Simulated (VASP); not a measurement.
Input of a VASP 6.6.1 run:

File INCAR:

```
PREC = Accurate ; ENCUT = 520
EDIFF = 1E-6 ; ISMEAR = 0
SIGMA = 0.15 ; LREAL = False
LASPH = True ; NELM = 80
ALGO = Normal ; ISIF = 2
LWAVE = False ; LCHARG = False
GGA = PE ; NBANDS = 27
```

Contents of KPOINTS:

```
regular mesh
0
Gamma
  2 2 3
```

File POSCAR:

```
PdCl4
1.0
    4.1370703551     -4.3625746325      0.0000000000
    4.1370703551      4.3625746325      0.0000000000
    0.0000000000      0.0000000000      3.5776314604
Pd Cl
1 4
Direct
    0.0000000000      0.0000000000      0.0000000000
    0.8187542765      0.1812457235      0.5000000000
    0.1812457235      0.8187542765      0.5000000000
    0.2808986261      0.2808986261      0.0000000000
    0.7191013739      0.7191013739      0.0000000000
```

Potentials or basis: VASP PAW PBE potentials, release 64 (Pd, Cl).

Run with:

```console
$ cat potpaw_PBE.64/Pd/POTCAR potpaw_PBE.64/Cl/POTCAR > POTCAR
$ mpirun -np 1 vasp_std > vasp.out
```

Problem. Estimate the band gap on the k mesh.

Solution. 0.07 eV (least direct gap 0.43 eV).

Problem. Predict the pressure.

Solution. -0.2 GPa.

Problem. Estimate the largest force.

Solution. 0.052 eV/Å.

Stress tensor (GPa, compression positive):
```
-0.17  0.00  0.00
 0.00  0.06  0.00
 0.00  0.00 -0.40
```

Caveat: the k points lie up to 0.59 Å⁻¹ apart; the smearing spreads over this small gap. A k mesh can miss the band edges.
